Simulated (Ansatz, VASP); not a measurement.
One calculation of TlBr, two programs

```
CELL_PARAMETERS angstrom
3.97000 0.00000 0.00000
0.00000 3.97000 0.00000
0.00000 0.00000 3.97000
ATOMIC_POSITIONS crystal
Tl 0.00000 0.00000 0.00000
Br 0.50000 0.50000 0.50000
```

Alike in both runs: task relaxation of cell and atoms; functional r2SCAN; k mesh 8 × 8 × 8; occupations gaussian, width 0.02 eV; no spin polarisation.

```csv
,VASP,Ansatz
version,VASP 6.6.1,Ansatz 0.2.0
potentials or method,"VASP PAW PBE potentials, release 64 (Tl_d, Br), cutoff 550 eV","scalar-relativistic, plane waves, PAW"
valence electrons in the cell,20,20
```

```tsv
	VASP	Ansatz	Ansatz less VASP
gap on the k mesh at the Fermi level, each at its own relaxed structure (eV)	2.33	2.33	-0.004
relaxed volume (Å³/atom)	31.89	31.91	+0.021
relaxed cell length with the largest relative difference (Å)	3.995	3.996	+0.0009
```

VASP's potentials were made for PBE, not for r2SCAN.

Spin-orbit coupling is off throughout.
